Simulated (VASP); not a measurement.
# GaN (P6_3mc) in VASP: single point with r2SCAN

Aim: the single point of GaN with r2SCAN.

Everything below comes from runs of VASP 6.6.1. Logs are shortened: lines on timing, memory, paths and dates and some standing lists are left out, and cuts for length are marked.

### 1 The cell of the first run

Symmetry: P6_3mc, No. 186, hexagonal system. The conventional cell has a = 3.189 Å, b = 3.189 Å, c = 5.216 Å, α = 90.00°, β = 90.00°, γ = 120.00°. Ga (site symmetry 3m) has 4 N at 1.95 to 1.96 Å within 2.6 Å. N (site symmetry 3m) has 4 Ga at 1.95 to 1.96 Å within 2.6 Å.

### 2 Single point, r2SCAN

Input file POSCAR:

```
GaN
1.0
    3.1889999985      0.0000000000      0.0000000000
   -1.5944999992      2.7617550113      0.0000000000
    0.0000000000      0.0000000000      5.2161100000
Ga N
2 2
Direct
    0.3333333333      0.6666666667      0.0004361091
    0.6666666667      0.3333333333      0.5004361091
    0.3333333333      0.6666666667      0.3765638909
    0.6666666667      0.3333333333      0.8765638909
```

Input file INCAR.step1:

```
SYSTEM = GaN
ALGO = Normal
EDIFF = 1E-5
ENCUT = 1460
GGA = PE
GGA_COMPAT = .False.
ISMEAR = 0
LASPH = .True.
LCHARG = .False.
LREAL = .False.
LWAVE = .True.
NBANDS = 26
NELM = 120
PREC = Accurate
SIGMA = 0.05
```

Input file INCAR.step2:

```
SYSTEM = GaN
ALGO = Normal
EDIFF = 1E-6
ENCUT = 1460
GGA_COMPAT = .False.
ISIF = 2
ISMEAR = 0
ISTART = 1
LASPH = .True.
LCHARG = .False.
LMIXTAU = .True.
LREAL = .False.
LWAVE = .False.
METAGGA = R2SCAN
NBANDS = 26
NELM = 120
PREC = Accurate
SIGMA = 0.05
```

Input file KPOINTS:

```
k-points
0
Gamma
  8 8 5
  0 0 0
```

Potentials or basis: VASP PAW PBE potentials, release 64 (Ga_d, N_h).

The run is started by

```
> cat potpaw_PBE.64/Ga_d/POTCAR potpaw_PBE.64/N_h/POTCAR > POTCAR
> cp INCAR.step1 INCAR
> mpirun -np 1 vasp_std > vasp.out
> cp INCAR.step2 INCAR
> mpirun -np 1 vasp_std > vasp.out
```

OUTCAR:

```text
SYSTEM = GaN
   EDIFF = 1E-6
   ENCUT = 1460
   ISIF = 2
   ISMEAR = 0
   ISTART = 1
   LASPH = .True.
   LREAL = .False.
   METAGGA = R2SCAN
   NELM = 120
   PREC = Accurate

 ion  position               nearest neighbor table
   1  0.333  0.667  0.000-   4 1.95   4 1.95   4 1.95   3 1.96
   2  0.667  0.333  0.500-   3 1.95   3 1.95   3 1.95   4 1.96
   3  0.333  0.667  0.377-   2 1.95   2 1.95   2 1.95   1 1.96
   4  0.667  0.333  0.877-   1 1.95   1 1.95   1 1.95   2 1.96

  LATTYP: Found a hexagonal cell.
 ALAT       =     3.1889999985
 C/A-ratio  =     1.6356569465

  Lattice vectors:

 A1 = (   3.1889999985,   0.0000000000,   0.0000000000)
 A2 = (  -1.5944999992,   2.7617550113,   0.0000000000)
 A3 = (   0.0000000000,   0.0000000000,   5.2161100000)

Analysis of symmetry for initial positions (statically):
=====================================================================
 Subroutine PRICEL returns:
 Original cell was already a primitive cell.

 Routine SETGRP: Setting up the symmetry group for a
 hexagonal supercell.

 Subroutine GETGRP returns: Found 12 space group operations
 (whereof  6 operations were pure point group operations)
 out of a pool of 24 trial point group operations.

The static configuration has the point symmetry C_3v.
 The point group associated with its full space group is C_6v.

Analysis of symmetry for dynamics (positions and initial velocities):
=====================================================================
 Subroutine PRICEL returns:
 Original cell was already a primitive cell.

 Routine SETGRP: Setting up the symmetry group for a
 hexagonal supercell.

 Subroutine GETGRP returns: Found 12 space group operations
 (whereof  6 operations were pure point group operations)
 out of a pool of 24 trial point group operations.

The dynamic configuration has the point symmetry C_3v.
 The point group associated with its full space group is C_6v.

 Subroutine INISYM returns: Found 12 space group operations
 (whereof  6 operations are pure point group operations),
 and found     1 'primitive' translations

----------------------------------------------------------------------------------------

                                     Primitive cell

  volume of cell :      45.9395

  direct lattice vectors                    reciprocal lattice vectors
     3.188999998  0.000000000  0.000000000     0.313577924  0.181044299  0.000000000
    -1.594499999  2.761755011  0.000000000     0.000000000  0.362088598  0.000000000
     0.000000000  0.000000000  5.216110000     0.000000000  0.000000000  0.191713748

  length of vectors
     3.188999998  3.188999998  5.216110000     0.362088598  0.362088598  0.191713748

  position of ions in fractional coordinates (direct lattice)
     0.333333333  0.666666667  0.000436109
     0.666666667  0.333333333  0.500436109
     0.333333333  0.666666667  0.376563891
     0.666666667  0.333333333  0.876563891

  ion indices of the primitive-cell ions
   primitive index   ion index
                 1           1
                 2           2
                 3           3
                 4           4

----------------------------------------------------------------------------------------

 KPOINTS: k-points

Automatic generation of k-mesh.
 Grid dimensions read from file:
 generate k-points for:    8    8    5

 Generating k-lattice:

  Cartesian coordinates                     Fractional coordinates (reciprocal lattice)
     0.039197241  0.022630537  0.000000000     0.125000000  0.000000000  0.000000000
     0.000000000  0.045261075  0.000000000     0.000000000  0.125000000  0.000000000
     0.000000000  0.000000000  0.038342750     0.000000000  0.000000000  0.200000000

  Length of vectors
     0.045261075  0.045261075  0.038342750

  Shift w.r.t. Gamma in fractional coordinates (k-lattice)
     0.000000000  0.000000000  0.000000000

 Subroutine IBZKPT returns following result:
 ===========================================

 Found     30 irreducible k-points:

 Following reciprocal coordinates:
            Coordinates               Weight
  0.000000  0.000000  0.000000      1.000000
  0.125000  0.000000  0.000000      6.000000
  0.250000  0.000000  0.000000      6.000000
  0.375000  0.000000  0.000000      6.000000
  0.500000  0.000000  0.000000      3.000000
  0.125000  0.125000  0.000000      6.000000
[... 16 lines left out ...]
  0.250000  0.000000  0.400000     12.000000
  0.375000  0.000000  0.400000     12.000000
 [... further k-points ...]
   k-points           NKPTS =     30   k-points in BZ     NKDIM =     30   number of bands    NBANDS=     26
   number of dos      NEDOS =    301   number of ions     NIONS =      4
   total plane-waves  NPLWV = 112000
   dimension x,y,z NGX =    40 NGY =   40 NGZ =   70
   dimension x,y,z NGXF=    80 NGYF=   80 NGZF=  140
   ions per type =               2   2
   NGX,Y,Z   is equivalent  to a cutoff of  20.85, 20.85, 22.31 a.u.
   NGXF,Y,Z  is equivalent  to a cutoff of  41.70, 41.70, 44.62 a.u.
 SYSTEM =  GaN
   PREC   = accura    normal or accurate (medium, high low for compatibility)
   ISTART =      1    job   : 0-new  1-cont  2-samecut
   ICHARG =      0    charge: 1-file 2-atom 10-const
   ISPIN  =      1    spin polarized calculation?
   LNONCOLLINEAR =      F non collinear calculations
   LSORBIT =      F    spin-orbit coupling
   LASPH  =      T    aspherical Exc in radial PAW
   ENCUT  = 1460.0 eV 107.31 Ry   10.36 a.u.   9.94  9.94 16.25*2*pi/ulx,y,z
   NELM   =    120;   NELMIN=  2; NELMDL=  0     # of ELM steps
   EDIFF  = 0.1E-05   stopping-criterion for ELM
   LREAL  =      F    real-space projection
   EDIFFG = 0.1E-04   stopping-criterion for IOM
   NSW    =      0    number of steps for IOM
   IBRION =     -1    ionic relax: 0-MD 1-quasi-New 2-CG
   NFREE  =      0    steps in history (QN), initial steepest desc. (CG)
   ISIF   =      2    stress and relaxation
   ISYM   =      2    0-nonsym 1-usesym 2-fastsym
   POTIM  = 0.5000    time-step for ionic-motion
   TEBEG  =    0.0;   TEEND  =   0.0 temperature during run
   PSTRESS=    0.0 pullay stress
   NELECT =      36.0000    total number of electrons
   NUPDOWN=      -1.0000    fix difference up-down
   EMIN   =  10.00;   EMAX   =-10.00  energy-range for DOS
   EFERMI =   0.00;   METHOD = LEGACY
   ISMEAR =     0;   SIGMA  =   0.05  broadening in eV -4-tet -1-fermi 0-gaus
   EFERMI_NEDOS =   21; number of points for ismear=-14 and -15
   IALGO  =     38    algorithm
   IMIX   =      4    mixing-type and parameters
     AMIX     =   0.40;   BMIX     =  1.00
     AMIX_MAG =   1.60;   BMIX_MAG =  1.00
  volume/ion in A,a.u.               =      11.48        77.50
  Fermi-wavevector in a.u.,A,eV,Ry     =   1.509316  2.852194 30.994548  2.278035
  Thomas-Fermi vector in A             =   2.619654
   LORBIT       =      0    0 simple, 1 ext, 2 COOP (PROOUT), +10 PAW based schemes
   METAGGA = R2SCAN    functional components
   LHFCALC =     F    Hartree Fock is set to
   AEXX    =    0.0000 exact exchange contribution
   IVDW    =     0    specifies the selected vdW correction
   LEPSILON=     F    determine dielectric tensor
   LRPA    =     F    only Hartree local field effects (RPA)
 non-spin polarized calculation
 Gauss-broadening in eV      SIGMA  =   0.05
  energy-cutoff  :     1460.00
  volume of cell :       45.94
 maximum number of plane-waves:      5848
 NGX is ok and might be reduce to    40
   NGX = 19   NGY = 19   NGZ = 33

 number of electron      36.0000001 magnetization

 Free energy of the ion-electron system (eV)
  ---------------------------------------------------
  ext. energy  EPLUGINS =         0.00000000
  ---------------------------------------------------
  free energy    TOTEN  =       -43.82747281 eV

  energy without entropy =      -43.82747281  energy(sigma->0) =      -43.82747281

 E-fermi :   5.5841     XC(G=0): -12.5974

 val. band max:        5.2964162723   @ k =   0.0000   0.0000   0.0000
 cond. band min:       7.5535442000   @ k =   0.0000   0.0000   0.0000
 fundamental gap:      2.2571279277
 Fermi energy:         5.5841114893

 k-point     1 :       0.0000    0.0000    0.0000
  band No.  band energies     occupation
      1     -11.4398      2.00000
      2     -10.4672      2.00000
      3      -8.5358      2.00000
      4      -8.5198      2.00000
      5      -8.5198      2.00000
      6      -8.4541      2.00000
[... 18 lines left out ...]
     25      17.7271      0.00000
     26      17.7271      0.00000

 k-point     2 :       0.1250    0.0000    0.0000
  band No.  band energies     occupation
      1     -11.2903      2.00000
      2     -10.4247      2.00000
      3      -8.5184      2.00000
      4      -8.4978      2.00000
      5      -8.4688      2.00000
      6      -8.4331      2.00000
[... 18 lines left out ...]
     25      17.2316      0.00000
     26      18.0630      0.00000

 k-point     3 :       0.2500    0.0000    0.0000
  band No.  band energies     occupation
      1     -10.9317      2.00000
      2     -10.3400      2.00000
      3      -8.4774      2.00000
      4      -8.4570      2.00000
      5      -8.3858      2.00000
      6      -8.3501      2.00000
[... 18 lines left out ...]
     25      17.4306      0.00000
     26      18.7584      0.00000

 k-point     4 :       0.3750    0.0000    0.0000
  band No.  band energies     occupation
      1     -10.5996      2.00000
      2     -10.2829      2.00000
      3      -8.4586      2.00000
      4      -8.4380      2.00000
      5      -8.3397      2.00000
      6      -8.2810      2.00000
[... 18 lines left out ...]
     25      17.9428      0.00000
     26      19.2670      0.00000
[... 496 lines left out ...]
      1     -10.9230      2.00000
      2     -10.6445      2.00000
      3      -8.4888      2.00000
      4      -8.4788      2.00000
      5      -8.4670      2.00000
      6      -8.4558      2.00000
[... 18 lines left out ...]
     25      16.5651      0.00000
     26      17.0874      0.00000

 k-point    23 :       0.2500    0.0000    0.4000
  band No.  band energies     occupation
      1     -10.6596      2.00000
      2     -10.4727      2.00000
      3      -8.4595      2.00000
      4      -8.4304      2.00000
      5      -8.4218      2.00000
      6      -8.3886      2.00000
[... 18 lines left out ...]
     25      17.3189      0.00000
     26      17.9568      0.00000

 k-point    24 :       0.3750    0.0000    0.4000
  band No.  band energies     occupation
      1     -10.4385      2.00000
      2     -10.3402      2.00000
      3      -8.4606      2.00000
      4      -8.4237      2.00000
      5      -8.3802      2.00000
      6      -8.3302      2.00000
[... 18 lines left out ...]
     25      17.6283      0.00000
     26      18.6468      0.00000

 [... further k-points ...]

------------------------ aborting loop because EDIFF is reached ----------------------------------------

  FORCE on cell =-STRESS in cart. coord.  units (eV):
  Direction    XX          YY          ZZ          XY          YZ          ZX
  --------------------------------------------------------------------------------------
  -------------------------------------------------------------------------------------
  Total       -0.1399284     -0.1399284     -0.5255999     -0.0000000      0.0000000      0.0000000
  in kB       -4.8801137     -4.8801137    -18.3307157     -0.0000000      0.0000000      0.0000000
  external PRESSURE =      -9.3636477 kB  Pullay stress =       0.0000000 kB

 VOLUME and BASIS-vectors are now :
 -----------------------------------------------------------------------------
  energy-cutoff  :     1460.00
  volume of cell :       45.94
      direct lattice vectors                 reciprocal lattice vectors
     3.188999998  0.000000000  0.000000000     0.313577924  0.181044299  0.000000000
    -1.594499999  2.761755011  0.000000000     0.000000000  0.362088598  0.000000000
     0.000000000  0.000000000  5.216110000     0.000000000  0.000000000  0.191713748

 POSITION                                       TOTAL-FORCE (eV/Angst)
 -----------------------------------------------------------------------------------
     -0.00000      1.84117      0.00227        -0.000000      0.000000      0.002884
      1.59450      0.92059      2.61033        -0.000000     -0.000000      0.002884
     -0.00000      1.84117      1.96420         0.000000     -0.000000     -0.002884
      1.59450      0.92059      4.57225        -0.000000      0.000000     -0.002884
 -----------------------------------------------------------------------------------
    total drift:                               -0.000000      0.000000     -0.003477

  FREE ENERGIE OF THE ION-ELECTRON SYSTEM (eV)
  ---------------------------------------------------
  free  energy   TOTEN  =       -43.8274728076 eV

  energy  without entropy=      -43.8274728076  energy(sigma->0) =      -43.82747281
```

Run time: 8.8 min. Hardware: 1 thread of Intel Xeon Platinum 8259CL at 2.50GHz (Skylake/Cascade Lake), shared host; peak memory 0.46 GiB.

Results:

| Quantity | Value |
| --- | --- |
| Free energy | -43.8275 eV |
| Pressure | -0.9 GPa |
| Band gap on the k mesh | 2.26 eV |

Forces in eV/Å, atoms in the order of the input:
```
Ga   0.000  0.000  0.003
Ga   0.000  0.000  0.003
N    0.000  0.000 -0.003
N    0.000  0.000 -0.003
```

Stress tensor (GPa, compression positive):
```
-0.49  0.00  0.00
 0.00 -0.49  0.00
 0.00  0.00 -1.83
```

Levels at points of the mesh, in eV from the valence-band top:
```
           k point  band 15  band 16  band 17  band 18  band 19  band 20  band 21  band 22
(0.00, 0.00, 0.00)    -1.04    -0.06     0.00     0.00     2.26     4.79     9.85    10.56
(0.50, 0.00, 0.00)    -4.26    -2.79    -2.23    -1.02     5.58     6.05     6.48     9.24
```

Caveat: the PAW data sets were made with another functional, which shifts forces and pressure a little.
